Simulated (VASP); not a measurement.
Set up this calculation in VASP 6.6.1, as the native input.

- Task: single point
- Functional: PBE
- Potentials or basis: VASP PAW PBE potentials, release 64 (Ga_d, Ge_d)
- Cutoff: 520 eV
- k mesh: 7 × 7 × 7
- Occupations: fermi-dirac, width 0.1 eV
- Spin: no spin polarisation
- Dipole correction: no
- Further INCAR settings: ALGO = Normal; EDIFF = 1e-06; NBANDS = 20

The structure of GaGe lies in POSCAR:

```
GaGe
1.0
    0.0000000000      2.9359738468      2.9359738468
    2.9359738468      0.0000000000      2.9359738468
    2.9359738468      2.9359738468      0.0000000000
Ga Ge
1 1
Direct
    0.7500000000      0.7500000000      0.7500000000
    0.0000000000      0.0000000000      0.0000000000
```

One way to write it, as run:

INCAR

```
PREC = Accurate
ENCUT = 520
EDIFF = 1E-6
ISMEAR = -1
SIGMA = 0.1
LREAL = F
LASPH = T
NELM = 60
ALGO = Normal
ISIF = 2
LWAVE = F
LCHARG = F
GGA = PE
NBANDS = 20
```

KPOINTS

```
regular mesh
0
Gamma
  7 7 7
```

Potentials or basis: VASP PAW PBE potentials, release 64 (Ga_d, Ge_d).

Run with:

```sh
$ cat potpaw_PBE.64/Ga_d/POTCAR potpaw_PBE.64/Ge_d/POTCAR > POTCAR
$ mpirun -np 1 vasp_std > vasp.out
```

Results of the run:

```
Pressure : -1.4 GPa
```

Wall time 30 s on 1 thread of Intel Xeon 8259CL, with other jobs on the host, peak memory 0.18 GiB.
